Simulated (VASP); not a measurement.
Here is a VASP 6.6.1 calculation.

POSCAR

```
KCl
1.0
    0.0000000000      3.5072828304      3.5072828304
    3.5072828304      0.0000000000      3.5072828304
    3.5072828304      3.5072828304      0.0000000000
K Cl
1 1
Direct
    0.0000000000      0.0000000000      0.0000000000
    0.2500000000      0.2500000000      0.2500000000
```

INCAR.step1

```
SYSTEM = KCl
PREC = Accurate ; ENCUT = 520
EDIFF = 1E-5 ; ISMEAR = 0
SIGMA = 0.01 ; LREAL = .False.
LASPH = .True. ; NELM = 60
ALGO = Normal ; ISIF = 2
LWAVE = .True. ; LCHARG = .False.
NBANDS = 15 ; GGA = PE
```

INCAR.step2

```
SYSTEM = KCl
PREC = Accurate ; ENCUT = 520
EDIFF = 1E-6 ; ISMEAR = 0
SIGMA = 0.01 ; LREAL = .False.
LASPH = .True. ; NELM = 60
ALGO = Normal ; ISIF = 2
LWAVE = .False. ; LCHARG = .False.
GGA = PE ; LHFCALC = .True.
AEXX = 0.1 ; HFSCREEN = 0.3
PRECFOCK = Normal ; NBANDS = 15
ISTART = 1
```

File KPOINTS:

```
regular mesh
0
Gamma
  4 4 4
  0 0 0
```

Potentials or basis: VASP PAW PBE potentials, release 64 (K_sv, Cl).

The run is started by

```sh
$ cat potpaw_PBE.64/K_sv/POTCAR potpaw_PBE.64/Cl/POTCAR > POTCAR
$ cp INCAR.step1 INCAR
$ mpirun -np 1 vasp_std > vasp.out
$ cp INCAR.step2 INCAR
$ mpirun -np 1 vasp_std > vasp.out
```

Task: Predict the band gap on the k mesh.

Result: 5.17 eV (least direct gap 5.21 eV).

Task: What does it give for the pressure?

Result: 0.2 GPa.

Caveat: the structure was generated, so it needn't be the stable form of KCl; the PAW data sets were made with another functional, which shifts forces and pressure a little. A k mesh can miss the band edges.
